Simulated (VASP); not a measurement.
# AlN (P3m1) in VASP: a series of runs

The runs below take AlN through single point, with PBE.

Everything below comes from runs of VASP 6.6.1. Logs are shortened: lines on timing, memory, paths and dates and some standing lists are left out, and cuts for length are marked.

## 1. The cell of the first run

Symmetry: P3m1, No. 156, trigonal system. Conventional cell: a = 3.111 Å, b = 3.111 Å, c = 9.806 Å, α = 90.00°, β = 90.00°, γ = 120.00°. Within 2.3 Å of Al (site symmetry 3m) lie 4 N at 1.77 to 1.89 Å. Al (site symmetry 3m) has 4 N at 1.89 to 1.92 Å within 2.5 Å. Within 2.5 Å of Al (site symmetry 3m) lie 4 N at 1.89 to 1.92 Å. Within 2.5 Å of Al (site symmetry 3m) lie 4 N at 1.89 to 1.92 Å. Within 2.3 Å of N (site symmetry 3m) lie 4 Al at 1.77 to 1.89 Å. Within 2.5 Å of N (site symmetry 3m) lie 4 Al at 1.89 to 1.92 Å. Within 2.5 Å of N (site symmetry 3m) lie 4 Al at 1.89 to 1.92 Å. N (site symmetry 3m) has 4 Al at 1.89 to 1.92 Å within 2.5 Å.

## 2. Single point, PBE (the distance across one plane changed)

The input, INCAR:

```
SYSTEM = AlN
PREC     = Accurate       ! precision mode
ENCUT    = 520            ! plane-wave cutoff, eV
EDIFF    = 1E-6           ! SCF threshold, eV
ISMEAR   = 0              ! smearing method
SIGMA    = 0.05           ! smearing width, eV
LREAL    = .FALSE.        ! projectors in reciprocal space
LASPH    = .TRUE.         ! aspherical terms in the spheres
NELM     = 100            ! most SCF steps
ALGO     = Normal         ! electronic algorithm
ISIF     = 2              ! what is computed and relaxed
LWAVE    = .FALSE.        ! write WAVECAR
LCHARG   = .FALSE.        ! write CHGCAR
GGA      = PE             ! functional
NBANDS   = 26             ! bands
```

The input, KPOINTS:

```
regular mesh
0
G
  8 8 3
  0 0 0
```

The input, POSCAR:

```
AlN
1.0
   -3.1110021516      0.0000000000      0.0000000000
   -1.5555010758     -2.6942068945      0.0000000000
    0.0000000000      0.0000000000      9.8060000000
Al N
4 4
Direct
    0.3333333333      0.3333333333      0.9175744442
    0.3333333333      0.3333333333      0.4099260657
    0.6666666667      0.6666666667      0.1561018764
    0.6666666667      0.6666666667      0.6637502549
    0.3333333333      0.3333333333      0.0977223129
    0.3333333333      0.3333333333      0.6053706914
    0.6666666667      0.6666666667      0.3515465021
    0.6666666667      0.6666666667      0.8591948807
```

Potentials or basis: VASP PAW PBE potentials, release 64 (Al, N).

The run is started by

```
$ cat potpaw_PBE.64/Al/POTCAR potpaw_PBE.64/N/POTCAR > POTCAR
$ mpirun -np 1 vasp_std > vasp.out
```

OUTCAR:

```text
SYSTEM = AlN
   PREC = Accurate
   ENCUT = 520
   EDIFF = 1E-6
   ISMEAR = 0
   LREAL = .FALSE.
   LASPH = .TRUE.
   NELM = 100
   ISIF = 2
   GGA = PE

 ion  position               nearest neighbor table
   1  0.333  0.333  0.918-   5 1.77   8 1.89   8 1.89   8 1.89   3 2.95   3 2.95   3 2.95   4 3.07
                             4 3.07   4 3.07
   2  0.333  0.333  0.410-   7 1.89   7 1.89   7 1.89   6 1.92   4 3.07   4 3.07   4 3.07   3 3.07
                             3 3.07   3 3.07
   3  0.667  0.667  0.156-   5 1.89   5 1.89   5 1.89   7 1.92   1 2.95   1 2.95   1 2.95   2 3.07
                             2 3.07   2 3.07
   4  0.667  0.667  0.664-   6 1.89   6 1.89   6 1.89   8 1.92   2 3.07   2 3.07   2 3.07   1 3.07
                             1 3.07   1 3.07
   5  0.333  0.333  0.098-   1 1.77   3 1.89   3 1.89   3 1.89
   6  0.333  0.333  0.605-   4 1.89   4 1.89   4 1.89   2 1.92
   7  0.667  0.667  0.352-   2 1.89   2 1.89   2 1.89   3 1.92
   8  0.667  0.667  0.859-   1 1.89   1 1.89   1 1.89   4 1.92

  LATTYP: Found a hexagonal cell.
 ALAT       =     3.1110021516
 C/A-ratio  =     3.1520389644

  Lattice vectors:

 A1 = (   1.5555010758,   2.6942068945,   0.0000000000)
 A2 = (  -3.1110021516,   0.0000000000,   0.0000000000)
 A3 = (   0.0000000000,   0.0000000000,   9.8060000000)

Analysis of symmetry for initial positions (statically):
=====================================================================
 Subroutine PRICEL returns:
 Original cell was already a primitive cell.

 Routine SETGRP: Setting up the symmetry group for a
 hexagonal supercell.

 Subroutine GETGRP returns: Found  6 space group operations
 (whereof  6 operations were pure point group operations)
 out of a pool of 24 trial point group operations.

The static configuration has the point symmetry C_3v.

Analysis of symmetry for dynamics (positions and initial velocities):
=====================================================================
 Subroutine PRICEL returns:
 Original cell was already a primitive cell.

 Routine SETGRP: Setting up the symmetry group for a
 hexagonal supercell.

 Subroutine GETGRP returns: Found  6 space group operations
 (whereof  6 operations were pure point group operations)
 out of a pool of 24 trial point group operations.

The dynamic configuration has the point symmetry C_3v.

 Subroutine INISYM returns: Found  6 space group operations
 (whereof  6 operations are pure point group operations),
 and found     1 'primitive' translations

----------------------------------------------------------------------------------------

                                     Primitive cell
[... 106 lines left out ...]
   IBRION =     -1    ionic relax: 0-MD 1-quasi-New 2-CG
   NFREE  =      0    steps in history (QN), initial steepest desc. (CG)
   ISIF   =      2    stress and relaxation
   ISYM   =      2    0-nonsym 1-usesym 2-fastsym
   POTIM  = 0.5000    time-step for ionic-motion
   TEBEG  =    0.0;   TEEND  =   0.0 temperature during run
   PSTRESS=    0.0 pullay stress
   NELECT =      32.0000    total number of electrons
   NUPDOWN=      -1.0000    fix difference up-down
   EMIN   =  10.00;   EMAX   =-10.00  energy-range for DOS
   EFERMI =   0.00;   METHOD = LEGACY
   ISMEAR =     0;   SIGMA  =   0.05  broadening in eV -4-tet -1-fermi 0-gaus
   EFERMI_NEDOS =   21; number of points for ismear=-14 and -15
   IALGO  =     38    algorithm
   IMIX   =      4    mixing-type and parameters
     AMIX     =   0.40;   BMIX     =  1.00
     AMIX_MAG =   1.60;   BMIX_MAG =  1.00
  volume/ion in A,a.u.               =      10.27        69.33
  Fermi-wavevector in a.u.,A,eV,Ry     =   1.195411  2.258999 19.442814  1.429007
  Thomas-Fermi vector in A             =   2.331377
   LORBIT       =      0    0 simple, 1 ext, 2 COOP (PROOUT), +10 PAW based schemes
   GGA     = PE    functional components
   LHFCALC =     F    Hartree Fock is set to
   AEXX    =    0.0000 exact exchange contribution
   IVDW    =     0    specifies the selected vdW correction
   LEPSILON=     F    determine dielectric tensor
   LRPA    =     F    only Hartree local field effects (RPA)
 non-spin polarized calculation
 Gauss-broadening in eV      SIGMA  =   0.05
  energy-cutoff  :      520.00
  volume of cell :       82.19
 maximum number of plane-waves:      2236
   NGX = 11   NGY = 11   NGZ = 37

 number of electron      31.9999995 magnetization

 Free energy of the ion-electron system (eV)
  ---------------------------------------------------
  ext. energy  EPLUGINS =         0.00000000
  ---------------------------------------------------
  free energy    TOTEN  =       -59.33613526 eV

  energy without entropy =      -59.33613526  energy(sigma->0) =      -59.33613526

 E-fermi :   6.6761     XC(G=0): -10.9792

 val. band max:        6.3827116899   @ k =   0.0000   0.0000   0.0000
 cond. band min:      10.6520676536   @ k =   0.0000   0.0000   0.0000
 fundamental gap:      4.2693559636
 Fermi energy:         6.6761083410

 k-point     1 :       0.0000    0.0000    0.0000
  band No.  band energies     occupation
      1      -9.0551      2.00000
      2      -8.1605      2.00000
      3      -7.9069      2.00000
      4      -6.6789      2.00000
      5       0.2885      2.00000
      6       2.9449      2.00000
[... 685 lines left out ...]
     25      17.5054      0.00000
     26      17.7663      0.00000

 [... further k-points ...]
[... 5 lines left out ...]
  --------------------------------------------------------------------------------------
  -------------------------------------------------------------------------------------
  Total        2.6716120      2.6716120      6.3506823      0.0000000      0.0000000      0.0000000
  in kB       52.0787836     52.0787836    123.7963469      0.0000000      0.0000000      0.0000000
  external PRESSURE =      75.9846380 kB  Pullay stress =       0.0000000 kB

 VOLUME and BASIS-vectors are now :
 -----------------------------------------------------------------------------
  energy-cutoff  :      520.00
  volume of cell :       82.19
      direct lattice vectors                 reciprocal lattice vectors
    -3.111002152  0.000000000  0.000000000    -0.321439829  0.185583372  0.000000000
    -1.555501076 -2.694206895  0.000000000     0.000000000 -0.371166744  0.000000000
     0.000000000  0.000000000  9.806000000     0.000000000  0.000000000  0.101978381

 POSITION                                       TOTAL-FORCE (eV/Angst)
 -----------------------------------------------------------------------------------
     -1.55550     -0.89807      8.99773        -0.000000     -0.000000     -2.389161
     -1.55550     -0.89807      4.01974         0.000000      0.000000      0.328680
     -3.11100     -1.79614      1.53073        -0.000000     -0.000000      0.512752
     -3.11100     -1.79614      6.50873         0.000000     -0.000000      0.333501
     -1.55550     -0.89807      0.95827        -0.000000     -0.000000      2.318785
     -1.55550     -0.89807      5.93626         0.000000      0.000000     -0.325811
     -3.11100     -1.79614      3.44726         0.000000      0.000000     -0.335537
     -3.11100     -1.79614      8.42527         0.000000     -0.000000     -0.443209
 -----------------------------------------------------------------------------------
    total drift:                                0.000000      0.000000      0.000204

  FREE ENERGIE OF THE ION-ELECTRON SYSTEM (eV)
  ---------------------------------------------------
  free  energy   TOTEN  =       -59.3361352582 eV

  energy  without entropy=      -59.3361352582  energy(sigma->0) =      -59.33613526
```

OSZICAR:

```text
N       E                     dE             d eps       ncg     rms          rms(c)
DAV:   1     0.112258607343E+03    0.11226E+03   -0.14935E+04  1300   0.112E+03
DAV:   2    -0.594672428246E+02   -0.17173E+03   -0.15986E+03  1766   0.230E+02
DAV:   3    -0.689497887737E+02   -0.94825E+01   -0.94297E+01  1758   0.555E+01
DAV:   4    -0.690334762212E+02   -0.83687E-01   -0.83646E-01  1504   0.600E+00
DAV:   5    -0.690346454587E+02   -0.11692E-02   -0.11690E-02  1752   0.705E-01    0.174E+01
DAV:   6    -0.593223633843E+02    0.97123E+01   -0.30313E+01  1630   0.294E+01    0.610E+00
DAV:   7    -0.593609695023E+02   -0.38606E-01   -0.15562E+00  1560   0.651E+00    0.423E+00
DAV:   8    -0.593420783646E+02    0.18891E-01   -0.13123E-01  1634   0.254E+00    0.662E-01
DAV:   9    -0.593349591799E+02    0.71192E-02   -0.33331E-02  1720   0.955E-01    0.306E-01
DAV:  10    -0.593361665244E+02   -0.12073E-02   -0.41772E-03  1566   0.339E-01    0.139E-01
DAV:  11    -0.593361243124E+02    0.42212E-04   -0.43918E-04  1640   0.141E-01    0.262E-02
DAV:  12    -0.593361316353E+02   -0.73229E-05   -0.35693E-05  1728   0.403E-02    0.101E-02
DAV:  13    -0.593361347034E+02   -0.30682E-05   -0.28016E-06  1312   0.111E-02    0.529E-03
DAV:  14    -0.593361352582E+02   -0.55474E-06   -0.90693E-07  1064   0.602E-03
   1 F= -.59336135E+02 E0= -.59336135E+02  d E =-.163376E-18
```

stdout:

```text
POSCAR found type information on POSCAR AlN
 POSCAR found :  2 types and       8 ions
 scaLAPACK will be used
 LDA part: xc-table for (Slater+PW92), standard interpolation
 POSCAR, INCAR and KPOINTS ok, starting setup
 FFT: planning ... GRIDC
 FFT: planning ... GRID_SOFT
 FFT: planning ... GRID
 WAVECAR not read
 entering main loop
```

Wall time 20 s (1 thread of Intel Xeon 6975P-C (Granite Rapids), shared host); peak memory 0.21 GiB.

What came out:

```yaml
Free_energy: -59.3361 eV
Pressure: 7.6 GPa
Largest_force: 2.389 eV/Å
Band_gap_on_the_k_mesh: 4.27 eV
```

Forces on the atoms (eV/Å):
```
Al   0.000  0.000 -2.389
Al   0.000  0.000  0.329
Al   0.000  0.000  0.513
Al   0.000  0.000  0.334
N    0.000  0.000  2.319
N    0.000  0.000 -0.326
N    0.000  0.000 -0.336
N    0.000  0.000 -0.443
```

Levels at points of the mesh, in eV from the valence-band top:
| k point | band 12 | band 13 | band 14 | band 15 | band 16 | band 17 | band 18 | band 19 | band 20 | band 21 |
| --- | --- | --- | --- | --- | --- | --- | --- | --- | --- | --- |
| (0.00, 0.00, 0.00) | -0.56 | -0.56 | -0.24 | -0.24 | 0.00 | 4.27 | 6.34 | 6.50 | 6.73 | 10.16 |
| (0.50, 0.00, 0.00) | -1.69 | -1.47 | -1.44 | -1.29 | -0.72 | 5.25 | 5.37 | 5.75 | 5.91 | 8.20 |

Caveat: the cell differs from its parent crystal (the distance across one plane changed); the cell stands under pressure; an odd mesh through Γ misses points on the zone boundary, where band edges can lie; forces of over 1 eV/Å act on the atoms, so gaps and moduli don't describe the material at rest.

## 3. Single point, PBE (the distance across one plane changed)

The input, INCAR:

```
SYSTEM = AlN
ALGO = Normal
EDIFF = 1E-6
ENCUT = 520
GGA = PE
ISIF = 2
ISMEAR = 0
LASPH = .TRUE.
LCHARG = .TRUE.
LELF = .TRUE.
LREAL = .FALSE.
LVHAR = .TRUE.
LWAVE = .FALSE.
NBANDS = 26
NELM = 100
PREC = Accurate
SIGMA = 0.05
```

The input, KPOINTS:

```
k-points
0
G
  8 8 3
  0 0 0
```

The input, POSCAR:

```
AlN
1.0
   -3.1110021516      0.0000000000      0.0000000000
   -1.5555010758     -2.6942068945      0.0000000000
    0.0000000000      0.0000000000     10.2060000000
Al N
4 4
Direct
    0.3333333333      0.3333333333      0.8816122869
    0.3333333333      0.3333333333      0.3938599843
    0.6666666667      0.6666666667      0.1499838330
    0.6666666667      0.6666666667      0.6377361356
    0.3333333333      0.3333333333      0.0938923182
    0.3333333333      0.3333333333      0.5816446208
    0.6666666667      0.6666666667      0.3377684695
    0.6666666667      0.6666666667      0.8255207721
```

Potentials or basis: VASP PAW PBE potentials, release 64 (Al, N).

The run is started by

```
$ cat potpaw_PBE.64/Al/POTCAR potpaw_PBE.64/N/POTCAR > POTCAR
$ mpirun -np 1 vasp_std > vasp.out
```

OUTCAR:

```text
SYSTEM = AlN
   EDIFF = 1E-6
   ENCUT = 520
   GGA = PE
   ISIF = 2
   ISMEAR = 0
   LASPH = .TRUE.
   LREAL = .FALSE.
   NELM = 100
   PREC = Accurate

 ion  position               nearest neighbor table
   1  0.333  0.333  0.882-   8 1.89   8 1.89   8 1.89   5 2.17   4 3.07   4 3.07   4 3.07   3 3.28
                             3 3.28   3 3.28
   2  0.333  0.333  0.394-   7 1.89   7 1.89   7 1.89   6 1.92   3 3.07   4 3.07   4 3.07   3 3.07
                             3 3.07   4 3.07
   3  0.667  0.667  0.150-   5 1.89   5 1.89   5 1.89   7 1.92   2 3.07   2 3.07   2 3.07   1 3.28
                             1 3.28   1 3.28
   4  0.667  0.667  0.638-   6 1.89   6 1.89   6 1.89   8 1.92   2 3.07   1 3.07   1 3.07   2 3.07
                             1 3.07   2 3.07
   5  0.333  0.333  0.094-   3 1.89   3 1.89   3 1.89   1 2.17
   6  0.333  0.333  0.582-   4 1.89   4 1.89   4 1.89   2 1.92
   7  0.667  0.667  0.338-   2 1.89   2 1.89   2 1.89   3 1.92
   8  0.667  0.667  0.826-   1 1.89   1 1.89   1 1.89   4 1.92

  LATTYP: Found a hexagonal cell.
 ALAT       =     3.1110021516
 C/A-ratio  =     3.2806148960

  Lattice vectors:

 A1 = (   1.5555010758,   2.6942068945,   0.0000000000)
 A2 = (  -3.1110021516,   0.0000000000,   0.0000000000)
 A3 = (   0.0000000000,   0.0000000000,  10.2060000000)

Analysis of symmetry for initial positions (statically):
=====================================================================
 Subroutine PRICEL returns:
 Original cell was already a primitive cell.

 Routine SETGRP: Setting up the symmetry group for a
 hexagonal supercell.

 Subroutine GETGRP returns: Found  6 space group operations
 (whereof  6 operations were pure point group operations)
 out of a pool of 24 trial point group operations.

The static configuration has the point symmetry C_3v.

Analysis of symmetry for dynamics (positions and initial velocities):
=====================================================================
 Subroutine PRICEL returns:
 Original cell was already a primitive cell.

[... 140 lines left out ...]
  Fermi-wavevector in a.u.,A,eV,Ry     =   1.179585  2.229092 18.931427  1.391421
  Thomas-Fermi vector in A             =   2.315893
   LORBIT       =      0    0 simple, 1 ext, 2 COOP (PROOUT), +10 PAW based schemes
   GGA     = PE    functional components
   LHFCALC =     F    Hartree Fock is set to
   AEXX    =    0.0000 exact exchange contribution
   IVDW    =     0    specifies the selected vdW correction
   LEPSILON=     F    determine dielectric tensor
   LRPA    =     F    only Hartree local field effects (RPA)
 non-spin polarized calculation
 Gauss-broadening in eV      SIGMA  =   0.05
  energy-cutoff  :      520.00
  volume of cell :       85.54
 maximum number of plane-waves:      2324
   NGX = 11   NGY = 11   NGZ = 37

 number of electron      31.9999995 magnetization

 Free energy of the ion-electron system (eV)
  ---------------------------------------------------
  ext. energy  EPLUGINS =         0.00000000
  ---------------------------------------------------
  free energy    TOTEN  =       -59.27761221 eV

  energy without entropy =      -59.27761221  energy(sigma->0) =      -59.27761221

 E-fermi :   6.2348     XC(G=0): -10.8026

 val. band max:        6.0018203885   @ k =   0.0000   0.0000   0.0000
 cond. band min:       9.8185481493   @ k =   0.0000   0.0000   0.0000
 fundamental gap:      3.8167277608
 Fermi energy:         6.2348495597

 k-point     1 :       0.0000    0.0000    0.0000
  band No.  band energies     occupation
      1      -9.2901      2.00000
      2      -8.5269      2.00000
      3      -8.1052      2.00000
      4      -7.0369      2.00000
      5      -0.0238      2.00000
      6       2.4078      2.00000
[... 685 lines left out ...]
     25      16.3323      0.00000
     26      17.0795      0.00000

 [... further k-points ...]
[... 5 lines left out ...]
  --------------------------------------------------------------------------------------
  -------------------------------------------------------------------------------------
  Total        1.8776509      1.8776509     -2.8655465     -0.0000000      0.0000000     -0.0000000
  in kB       35.1672665     35.1672665    -53.6699548     -0.0000000      0.0000000     -0.0000000
  external PRESSURE =       5.5548594 kB  Pullay stress =       0.0000000 kB

 VOLUME and BASIS-vectors are now :
 -----------------------------------------------------------------------------
  energy-cutoff  :      520.00
  volume of cell :       85.54
      direct lattice vectors                 reciprocal lattice vectors
    -3.111002152  0.000000000  0.000000000    -0.321439829  0.185583372  0.000000000
    -1.555501076 -2.694206895  0.000000000     0.000000000 -0.371166744  0.000000000
     0.000000000  0.000000000 10.206000000     0.000000000  0.000000000  0.097981579

 POSITION                                       TOTAL-FORCE (eV/Angst)
 -----------------------------------------------------------------------------------
     -1.55550     -0.89807      8.99774        -0.000000     -0.000000      1.776034
     -1.55550     -0.89807      4.01973        -0.000000     -0.000000     -0.098200
     -3.11100     -1.79614      1.53073        -0.000000     -0.000000     -0.405845
     -3.11100     -1.79614      6.50873         0.000000      0.000000     -0.099509
     -1.55550     -0.89807      0.95826         0.000000      0.000000     -1.574078
     -1.55550     -0.89807      5.93626        -0.000000     -0.000000      0.089678
     -3.11100     -1.79614      3.44726         0.000000      0.000000      0.109588
     -3.11100     -1.79614      8.42527         0.000000      0.000000      0.202331
 -----------------------------------------------------------------------------------
    total drift:                                0.000000      0.000000      0.001249

  FREE ENERGIE OF THE ION-ELECTRON SYSTEM (eV)
  ---------------------------------------------------
  free  energy   TOTEN  =       -59.2776122123 eV

  energy  without entropy=      -59.2776122123  energy(sigma->0) =      -59.27761221
```

Wall time 22 s (1 thread of Intel Xeon 6975P-C (Granite Rapids), shared host); peak memory 0.21 GiB.

What came out:

* Free energy: -59.2776 eV
* Pressure: 0.6 GPa
* Largest force: 1.776 eV/Å
* Band gap on the k mesh: 3.82 eV

Forces in eV/Å, atoms in the order of the input:
```
Al   0.000  0.000  1.776
Al   0.000  0.000 -0.098
Al   0.000  0.000 -0.406
Al   0.000  0.000 -0.100
N    0.000  0.000 -1.574
N    0.000  0.000  0.090
N    0.000  0.000  0.110
N    0.000  0.000  0.202
```

Levels at points of the mesh, in eV from the valence-band top:
| k point | band 13 | band 14 | band 15 | band 16 | band 17 | band 18 | band 19 | band 20 |
| --- | --- | --- | --- | --- | --- | --- | --- | --- |
| (0.00, 0.00, 0.00) | -0.52 | -0.06 | 0.00 | 0.00 | 3.82 | 6.11 | 6.33 | 6.80 |
| (0.50, 0.00, 0.00) | -1.49 | -1.36 | -1.13 | -0.65 | 4.93 | 5.08 | 5.64 | 5.86 |

Caveat: the cell differs from its parent crystal (the distance across one plane changed); forces of over 1 eV/Å act on the atoms, so gaps and moduli don't describe the material at rest.
